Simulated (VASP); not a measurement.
# Mo (Im-3m) in VASP: further runs

The runs below take Mo through single point, with PBE, PBEsol.

All numbers are computed with VASP 6.6.1; they aren't measurements. Logs are shortened: lines on timing, memory, paths and dates and some standing lists are left out, and cuts for length are marked.

**1. The cell of the first run**

The structure is cubic, space group Im-3m (No. 229). Conventional cell: a = 3.096 Å, b = 3.096 Å, c = 3.096 Å, α = 90.00°, β = 90.00°, γ = 90.00°. Mo (site symmetry m-3m) has 14 Mo at 2.68 to 3.10 Å within 3.5 Å.

**2. Single point, PBE (volume scaled by 0.94)**

File INCAR:

```
SYSTEM = Mo
PREC = Accurate
ENCUT = 520
EDIFF = 1E-6
ISMEAR = 0
SIGMA = 0.1
LREAL = .FALSE.
LASPH = .TRUE.
NELM = 80
ALGO = Normal
ISIF = 2
LWAVE = .FALSE.
LCHARG = .FALSE.
GGA = PE
NBANDS = 13
```

File KPOINTS:

```
Automatic mesh
0
G
  24 24 24
  0 0 0
```

File POSCAR:

```
Mo
1.0
   -1.5481626636      1.5481626636      1.5481626636
    1.5481626636     -1.5481626636      1.5481626636
    1.5481626636      1.5481626636     -1.5481626636
Mo
1
Direct
    0.0000000000      0.0000000000      0.0000000000
```

Potentials or basis: VASP PAW PBE potentials, release 64 (Mo_sv).

The run is started by

```sh
cat potpaw_PBE.64/Mo_sv/POTCAR > POTCAR
mpirun -np 1 vasp_std > vasp.out
```

OUTCAR:

```text
SYSTEM = Mo
   PREC = Accurate
   ENCUT = 520
   EDIFF = 1E-6
   ISMEAR = 0
   LREAL = .FALSE.
   LASPH = .TRUE.
   NELM = 80
   ISIF = 2
   GGA = PE

 ion  position               nearest neighbor table
   1  0.000  0.000  0.000-

  LATTYP: Found a body centered cubic cell.
 ALAT       =     3.0963253272

  Lattice vectors:

 A1 = (  -1.5481626636,   1.5481626636,   1.5481626636)
 A2 = (   1.5481626636,  -1.5481626636,   1.5481626636)
 A3 = (   1.5481626636,   1.5481626636,  -1.5481626636)

Analysis of symmetry for initial positions (statically):
=====================================================================
 Subroutine PRICEL returns:
 Original cell was already a primitive cell.

 Routine SETGRP: Setting up the symmetry group for a
 body centered cubic supercell.

 Subroutine GETGRP returns: Found 48 space group operations
 (whereof 48 operations were pure point group operations)
 out of a pool of 48 trial point group operations.

The static configuration has the point symmetry O_h .

Analysis of symmetry for dynamics (positions and initial velocities):
=====================================================================
 Subroutine PRICEL returns:
 Original cell was already a primitive cell.

 Routine SETGRP: Setting up the symmetry group for a
 body centered cubic supercell.

 Subroutine GETGRP returns: Found 48 space group operations
 (whereof 48 operations were pure point group operations)
 out of a pool of 48 trial point group operations.

The dynamic configuration has the point symmetry O_h .

 Subroutine INISYM returns: Found 48 space group operations
 (whereof 48 operations are pure point group operations),
 and found     1 'primitive' translations

----------------------------------------------------------------------------------------

                                     Primitive cell

  volume of cell :      14.8426

  direct lattice vectors                    reciprocal lattice vectors
    -1.548162664  1.548162664  1.548162664     0.000000000  0.322963479  0.322963479
     1.548162664 -1.548162664  1.548162664     0.322963479  0.000000000  0.322963479
     1.548162664  1.548162664 -1.548162664     0.322963479  0.322963479  0.000000000

  length of vectors
     2.681496392  2.681496392  2.681496392     0.456739332  0.456739332  0.456739332

  position of ions in fractional coordinates (direct lattice)
     0.000000000  0.000000000  0.000000000

  ion indices of the primitive-cell ions
   primitive index   ion index
                 1           1

----------------------------------------------------------------------------------------

 KPOINTS: Automatic mesh

Automatic generation of k-mesh.
 Grid dimensions read from file:
 generate k-points for:   24   24   24

 Generating k-lattice:

  Cartesian coordinates                     Fractional coordinates (reciprocal lattice)
     0.000000000  0.013456812  0.013456812     0.041666667  0.000000000  0.000000000
     0.013456812  0.000000000  0.013456812     0.000000000  0.041666667  0.000000000
     0.013456812  0.013456812  0.000000000     0.000000000  0.000000000  0.041666667

  Length of vectors
     0.019030806  0.019030806  0.019030806

  Shift w.r.t. Gamma in fractional coordinates (k-lattice)
     0.000000000  0.000000000  0.000000000

 Subroutine IBZKPT returns following result:
 ===========================================

 Found    413 irreducible k-points:

 Following reciprocal coordinates:
            Coordinates               Weight
  0.000000  0.000000  0.000000      1.000000
  0.041667  0.000000  0.000000     12.000000
  0.083333  0.000000  0.000000     12.000000
  0.125000  0.000000  0.000000     12.000000
  0.166667  0.000000  0.000000     12.000000
  0.208333  0.000000  0.000000     12.000000
[... 16 lines left out ...]
  0.416667  0.041667  0.000000     48.000000
  0.458333  0.041667  0.000000     48.000000
 [... further k-points ...]
   k-points           NKPTS =    413   k-points in BZ     NKDIM =    413   number of bands    NBANDS=     13
   number of dos      NEDOS =    301   number of ions     NIONS =      1
   total plane-waves  NPLWV =   8000
   dimension x,y,z NGX =    20 NGY =   20 NGZ =   20
   dimension x,y,z NGXF=    40 NGYF=   40 NGZF=   40
   ions per type =               1
   NGX,Y,Z   is equivalent  to a cutoff of  12.40, 12.40, 12.40 a.u.
   NGXF,Y,Z  is equivalent  to a cutoff of  24.80, 24.80, 24.80 a.u.
 SYSTEM =  Mo
   PREC   = accura    normal or accurate (medium, high low for compatibility)
   ISTART =      0    job   : 0-new  1-cont  2-samecut
   ICHARG =      2    charge: 1-file 2-atom 10-const
   ISPIN  =      1    spin polarized calculation?
   LNONCOLLINEAR =      F non collinear calculations
   LSORBIT =      F    spin-orbit coupling
   LASPH  =      T    aspherical Exc in radial PAW
   ENCUT  =  520.0 eV  38.22 Ry    6.18 a.u.   4.99  4.99  4.99*2*pi/ulx,y,z
   NELM   =     80;   NELMIN=  2; NELMDL= -5     # of ELM steps
   EDIFF  = 0.1E-05   stopping-criterion for ELM
   LREAL  =      F    real-space projection
   EDIFFG = 0.1E-04   stopping-criterion for IOM
   NSW    =      0    number of steps for IOM
   IBRION =     -1    ionic relax: 0-MD 1-quasi-New 2-CG
   NFREE  =      0    steps in history (QN), initial steepest desc. (CG)
   ISIF   =      2    stress and relaxation
   ISYM   =      2    0-nonsym 1-usesym 2-fastsym
   POTIM  = 0.5000    time-step for ionic-motion
   TEBEG  =    0.0;   TEEND  =   0.0 temperature during run
   PSTRESS=    0.0 pullay stress
   NELECT =      14.0000    total number of electrons
   NUPDOWN=      -1.0000    fix difference up-down
   EMIN   =  10.00;   EMAX   =-10.00  energy-range for DOS
   EFERMI =   0.00;   METHOD = LEGACY
   ISMEAR =     0;   SIGMA  =   0.10  broadening in eV -4-tet -1-fermi 0-gaus
   EFERMI_NEDOS =   21; number of points for ismear=-14 and -15
   IALGO  =     38    algorithm
   IMIX   =      4    mixing-type and parameters
     AMIX     =   0.40;   BMIX     =  1.00
     AMIX_MAG =   1.60;   BMIX_MAG =  1.00
  volume/ion in A,a.u.               =      14.84       100.16
  Fermi-wavevector in a.u.,A,eV,Ry     =   1.605515  3.033983 35.071426  2.577677
  Thomas-Fermi vector in A             =   2.701849
   LORBIT       =      0    0 simple, 1 ext, 2 COOP (PROOUT), +10 PAW based schemes
   GGA     = PE    functional components
   LHFCALC =     F    Hartree Fock is set to
   AEXX    =    0.0000 exact exchange contribution
   IVDW    =     0    specifies the selected vdW correction
   LEPSILON=     F    determine dielectric tensor
   LRPA    =     F    only Hartree local field effects (RPA)
 non-spin polarized calculation
 Gauss-broadening in eV      SIGMA  =   0.10
  energy-cutoff  :      520.00
  volume of cell :       14.84
 maximum number of plane-waves:       420
   NGX =  9   NGY =  9   NGZ =  9

 number of electron      13.9999997 magnetization

 Free energy of the ion-electron system (eV)
  ---------------------------------------------------
  ext. energy  EPLUGINS =         0.00000000
  ---------------------------------------------------
  free energy    TOTEN  =       -10.88159244 eV

  energy without entropy =      -10.87839597  energy(sigma->0) =      -10.87999420

 E-fermi :  13.5048     XC(G=0): -13.6853

 val. band max:       13.4980492268   @ k =  -0.2917   0.3750   0.1667
 cond. band min:      13.5086244411   @ k =   0.1250   0.0833   0.0000
 fundamental gap:      0.0105752142
 Fermi energy:        13.5047565010

 k-point     1 :       0.0000    0.0000    0.0000
  band No.  band energies     occupation
      1     -47.8486      2.00000
      2     -20.9846      2.00000
      3     -20.9846      2.00000
      4     -20.9846      2.00000
      5       6.0478      2.00000
      6      11.9771      2.00000
      7      11.9771      2.00000
      8      11.9771      2.00000
      9      15.2004      0.00000
     10      15.2004      0.00000
     11      28.3504      0.00000
     12      28.3504      0.00000
     13      28.3504      0.00000

 k-point     2 :       0.0417    0.0000    0.0000
  band No.  band energies     occupation
      1     -47.8432      2.00000
      2     -21.0149      2.00000
      3     -20.9938      2.00000
      4     -20.9848      2.00000
      5       6.1301      2.00000
      6      11.9292      2.00000
      7      11.9699      2.00000
      8      12.0546      2.00000
      9      15.1255      0.00000
     10      15.2011      0.00000
     11      28.4161      0.00000
     12      28.4892      0.00000
     13      28.5279      0.00000

 k-point     3 :       0.0833    0.0000    0.0000
  band No.  band energies     occupation
      1     -47.8274      2.00000
      2     -21.1033      2.00000
      3     -21.0208      2.00000
      4     -20.9856      2.00000
      5       6.3701      2.00000
      6      11.7920      2.00000
      7      11.9417      2.00000
      8      12.2854      2.00000
      9      14.9366      0.00000
     10      15.2049      0.00000
     11      28.5940      0.00000
     12      28.8986      0.00000
     13      29.0124      0.00000
[... 305 lines left out ...]
 k-point    23 :       0.4167    0.0417    0.0000
  band No.  band energies     occupation
      1     -47.5337      2.00000
      2     -22.5647      2.00000
      3     -21.4932      2.00000
      4     -21.0122      2.00000
      5       7.9340      2.00000
      6       9.8738      2.00000
      7      14.3909      0.00000
      8      15.3093      0.00000
      9      16.0478      0.00000
     10      18.2957      0.00000
     11      25.8501      0.00000
     12      26.3752      0.00000
     13      31.9690      0.00000

 k-point    24 :       0.4583    0.0417    0.0000
  band No.  band energies     occupation
      1     -47.5225      2.00000
      2     -22.6156      2.00000
      3     -21.5106      2.00000
      4     -21.0128      2.00000
      5       7.8669      2.00000
      6       9.8151      2.00000
      7      14.8161      0.00000
      8      15.2594      0.00000
      9      16.1807      0.00000
     10      18.6671      0.00000
     11      25.6268      0.00000
     12      25.9403      0.00000
     13      31.4306      0.00000

 [... further k-points ...]

------------------------ aborting loop because EDIFF is reached ----------------------------------------

  FORCE on cell =-STRESS in cart. coord.  units (eV):
  Direction    XX          YY          ZZ          XY          YZ          ZX
  --------------------------------------------------------------------------------------
  -------------------------------------------------------------------------------------
  Total        1.7537258      1.7537258      1.7537258      0.0000000      0.0000000      0.0000000
  in kB      189.3051916    189.3051916    189.3051916      0.0000000      0.0000000      0.0000000
  external PRESSURE =     189.3051916 kB  Pullay stress =       0.0000000 kB

 VOLUME and BASIS-vectors are now :
 -----------------------------------------------------------------------------
  energy-cutoff  :      520.00
  volume of cell :       14.84
      direct lattice vectors                 reciprocal lattice vectors
    -1.548162664  1.548162664  1.548162664     0.000000000  0.322963479  0.322963479
     1.548162664 -1.548162664  1.548162664     0.322963479  0.000000000  0.322963479
     1.548162664  1.548162664 -1.548162664     0.322963479  0.322963479  0.000000000

 POSITION                                       TOTAL-FORCE (eV/Angst)
 -----------------------------------------------------------------------------------
      0.00000      0.00000      0.00000         0.000000     -0.000000      0.000000
 -----------------------------------------------------------------------------------
    total drift:                                0.000000     -0.000000      0.000000

  FREE ENERGIE OF THE ION-ELECTRON SYSTEM (eV)
  ---------------------------------------------------
  free  energy   TOTEN  =       -10.8815924364 eV

  energy  without entropy=      -10.8783959653  energy(sigma->0) =      -10.87999420
```

Run time: 29 s. Hardware: 1 thread of Intel Xeon 6975P-C, shared host; peak memory 0.19 GiB.

What came out:

* Free energy: -10.8816 eV
* Pressure: 18.9 GPa
* Band gap on the k mesh: zero (band 7 reaches 17.73 eV, above the bottom of band 8 at 11.98 eV)

Levels at points of the mesh, in eV from the Fermi level:
```
           k point  band 5  band 6  band 7  band 8  band 9  band 10
(0.00, 0.00, 0.00)   -7.46   -1.53   -1.53   -1.53    1.70     1.70
(0.50, 0.00, 0.00)   -5.70   -3.72    1.76    1.78    2.43     5.06
(0.50, 0.50, 0.50)   -5.91   -5.91    4.22    4.22    4.22     9.42
```

(Continued in part 2 of 4.)
